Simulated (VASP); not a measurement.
Runs of VASP 6.6.1 on HfO2. The cell holds an amorphous packing of atoms, 18 atoms: a = 5.914 Å, b = 6.170 Å, c = 5.666 Å, α = 90.57°, β = 90.53°, γ = 88.22°. 

```tsv
smearing	gap on the mesh (eV)	pressure (GPa)	largest force (eV/Å)
fermi-dirac 0.2232 eV	3.75	(a)	6.21
fermi-dirac 0.1241 eV	3.32	(c)	5.01
fermi-dirac 0.3102 eV	2.17	(b)	6.23
fermi-dirac 0.05 eV	4.34	10.1	2.80
```

Alike in all rows: task single point; level PBE; potentials or basis VASP PAW PBE potentials, release 64 (Hf_pv, O); no spin polarisation; cell as given; k mesh 1 × 1 × 1; cutoff (eV) 520.

Task: Fill in the values left out.

Result: (a) 14.5; (b) 27.0; (c) 14.8.

Caveats: all runs use coarse meshes; spin-orbit coupling is left out, which moves the levels of the heavy elements.

A k mesh can miss the band edges, and the runs leave out spin-orbit coupling on Hf.
